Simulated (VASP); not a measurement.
Set up this calculation in VASP 6.6.1, as the native input.

```yaml
Task: single point
Functional: PBEsol
Potentials_or_basis: VASP PAW PBE potentials, release 64 (Fe_sv)
Cutoff: 600 eV
k_mesh: 11 × 11 × 11
Occupations: fermi-dirac, width 0.05 eV
Spin: collinear spin, ferromagnetic start
Starting_moments: "[2.2] μB"
Fixed_moment: 2.2 μB
Dipole_correction: no
Second_run: valence_matched
Further_INCAR_settings: ALGO = Normal; EDIFF = 1e-06; NBANDS = 18
```

The structure of Fe lies in POSCAR:

```
Fe
1.0
   -1.4430000000      1.4430000000      1.4430000000
    1.4430000000     -1.4430000000      1.4430000000
    1.4430000000      1.4430000000     -1.4430000000
Fe
1
Direct
    0.0000000000      0.0000000000      0.0000000000
```

These files were run (other wordings do the same):

INCAR

```
SYSTEM = Fe
PREC     = Accurate       ! precision mode
ENCUT    = 600            ! plane-wave cutoff, eV
EDIFF    = 1E-6           ! SCF threshold, eV
ISMEAR   = -1             ! smearing method
SIGMA    = 0.05           ! smearing width, eV
LREAL    = .FALSE.        ! projectors in reciprocal space
LASPH    = .TRUE.         ! aspherical terms in the spheres
NELM     = 200            ! most SCF steps
ALGO     = Normal         ! electronic algorithm
ISIF     = 2              ! what is computed and relaxed
LWAVE    = .FALSE.        ! write WAVECAR
LCHARG   = .TRUE.         ! write CHGCAR
ISPIN    = 2              ! spin polarisation
MAGMOM   = 2.2            ! initial moments
LORBIT   = 11             ! projections on sites
NUPDOWN  = 2.2            ! fixed moment
LMAXMIX  = 4              ! l up to which the mixer works
GGA      = PS             ! functional
LELF     = .TRUE.         ! ELF
LVHAR    = .TRUE.       
NBANDS   = 18             ! bands
GGA_COMPAT= .FALSE.
```

KPOINTS

```
Automatic mesh
0
G
  11 11 11
  0 0 0
```

Potentials or basis: VASP PAW PBE potentials, release 64 (Fe_sv).

Run with:

```console
$ cat potpaw_PBE.64/Fe_sv/POTCAR > POTCAR
$ mpirun -np 1 vasp_std > vasp.out
```

It gave:

```json
{
  "Pressure": "-22.3 GPa",
  "Net moment": "2.20 μB per cell",
  "Site moments": "Fe +2.21 μB",
  "Valence electrons inside the program's atomic spheres": "Fe 13.70"
}
```

Caveat: the PAW data sets were made with another functional, which shifts forces and pressure a little; the total moment is fixed, so each spin has its own Fermi level.

It took 18 s on 1 thread of Intel(R) Xeon(R) 6975P-C (Granite Rapids), with other jobs on the host, peak memory 0.14 GiB.
